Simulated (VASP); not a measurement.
Set up this calculation in VASP 6.6.1, as the native input.

* Task: single point
* Functional: PBE
* Potentials or basis: VASP PAW PBE potentials, release 64 (Ca_sv, F)
* Cutoff: 520 eV
* k mesh: 4 × 4 × 4
* Occupations: gaussian, width 0.1 eV
* Spin: no spin polarisation
* Dipole correction: no
* Further INCAR settings: ALGO = Normal; EDIFF = 1e-07; NBANDS = 44

The structure of CaF lies in POSCAR:

```
CaF
1.0
    5.2325950936      0.0000000000      0.0000000000
    0.0000000000      5.2325950936      0.0000000000
    0.0000000000      0.0000000000      5.2325950936
Ca F
4 4
Direct
    0.1340000000      0.1340000000      0.1340000000
    0.3660000000      0.8660000000      0.6340000000
    0.6340000000      0.3660000000      0.8660000000
    0.8660000000      0.6340000000      0.3660000000
    0.8445000000      0.8445000000      0.8445000000
    0.6555000000      0.1555000000      0.3445000000
    0.3445000000      0.6555000000      0.1555000000
    0.1555000000      0.3445000000      0.6555000000
```

One way to write it, as run:

INCAR

```
SYSTEM = CaF
  PREC = Accurate
  ENCUT = 520
  EDIFF = 1E-7
  ISMEAR = 0
  SIGMA = 0.1
  LREAL = .False.
  LASPH = .True.
  NELM = 100
  ALGO = Normal
  ISIF = 2
  LWAVE = .False.
  LCHARG = .False.
  GGA = PE
  NBANDS = 44
```

KPOINTS

```
regular mesh
0
Gamma
  4 4 4
  0 0 0
```

Potentials or basis: VASP PAW PBE potentials, release 64 (Ca_sv, F).

Run with:

```bash
$ cat potpaw_PBE.64/Ca_sv/POTCAR potpaw_PBE.64/F/POTCAR > POTCAR
$ mpirun -np 1 vasp_std > vasp.out
```

Results of the run:

```yaml
Pressure: 4.5 GPa
Largest_force: 0.642 eV/Å
Band_gap_on_the_k_mesh: zero (bands 34 and 35 overlap by 0.15 eV)
```

Caveat: the cell stands under pressure.

It took 2.1 min on 1 thread of Intel Xeon 8259CL (shared host), peak memory 0.26 GiB.
